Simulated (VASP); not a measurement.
## Al: single point with PBEsol

Al:

```
Al
1.0
     2.83609    0.00000    0.00000
    -1.41804    2.45613    0.00000
     0.00000    0.00000    9.32196
Al
4
Cartesian
  0.0000 0.0000 0.0000
  0.0000 1.6374 2.3305
  0.0000 0.0000 4.6610
  1.4180 0.8187 6.9915
```

```yaml
Program: VASP 6.6.1
Task: single point
Functional: PBEsol
Potentials_or_basis: VASP PAW PBE potentials, release 64 (Al)
Cutoff: 520 eV
k_mesh: 18 × 18 × 6
Occupations: gaussian, width 0.1 eV
Spin: no spin polarisation
Dipole_correction: no
Further_INCAR_settings: ALGO = Normal; EDIFF = 1e-06; NBANDS = 14
```

| Quantity | Value |
| --- | --- |
| Pressure | 0.1 GPa |
| Band gap on the k mesh | zero (band 6 reaches 11.99 eV, above the bottom of band 7 at 6.57 eV) |

Levels at points of the mesh, in eV from the Fermi level:
| k point | band 4 | band 5 | band 6 | band 7 | band 8 | band 9 |
| --- | --- | --- | --- | --- | --- | --- |
| (0.00, 0.00, 0.00) | -4.68 | -4.47 | 3.35 | 3.36 | 10.88 | 10.88 |
| (0.50, 0.00, 0.00) | -3.88 | -3.33 | -3.25 | 0.83 | 1.27 | 1.29 |
| (0.00, 0.00, 0.50) | -7.45 | -0.95 | -0.95 | 8.23 | 8.23 | 11.21 |
| (0.50, 0.00, 0.50) | -4.80 | -1.86 | -1.86 | -1.21 | -1.21 | 4.56 |

Run time: 110 s on 1 thread of Intel Xeon 8259CL (shared host), peak memory 0.24 GiB.

Caveat: the PAW data sets were made with another functional, which shifts forces and pressure a little.
